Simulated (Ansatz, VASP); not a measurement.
# One calculation of BN, two programs

```
B N
1.0
     0.00000    1.81300    1.81300
     1.81300    0.00000    1.81300
     1.81300    1.81300    0.00000
B N
1 1
Direct
  0.00000 0.00000 0.00000
  0.75000 0.75000 0.82313
```

Change from the starting cell: all N atoms moved +0.188 Å, as atom 2 along Cartesian [1 1 0].

Alike in both runs: task single point; functional LDA; k mesh 12 × 12 × 12; occupations gaussian, width 0.05 eV; no spin polarisation.

|  | VASP | Ansatz |
| --- | --- | --- |
| version | VASP 6.6.1 | Ansatz 0.2.0 |
| potentials or method | VASP PAW LDA potentials, release 64 (B, N), cutoff 520 eV | scalar-relativistic, plane waves, PAW |
| valence electrons in the cell | 8 | 8 |

|  | VASP | Ansatz | Ansatz less VASP |
| --- | --- | --- | --- |
| gap on the k mesh at the Fermi level (eV) | 2.65 | 2.67 | +0.022 |
| least direct gap on the mesh (eV) | 6.76 | 6.77 | +0.010 |
| pressure (GPa) | -3.2 | -3.9 | -0.76 |
| traceless stress, the component that is largest in VASP (GPa) | 10.61 | 10.65 | +0.038 |
| rms of the force components (eV/Å) | 2.678 | 2.670 | -0.0077 |

LDA's correlation is that of Perdew and Zunger in VASP and of Perdew and Wang (1992) in Ansatz. Atom by atom the forces differ by 0.008 eV/Å (rms over components).
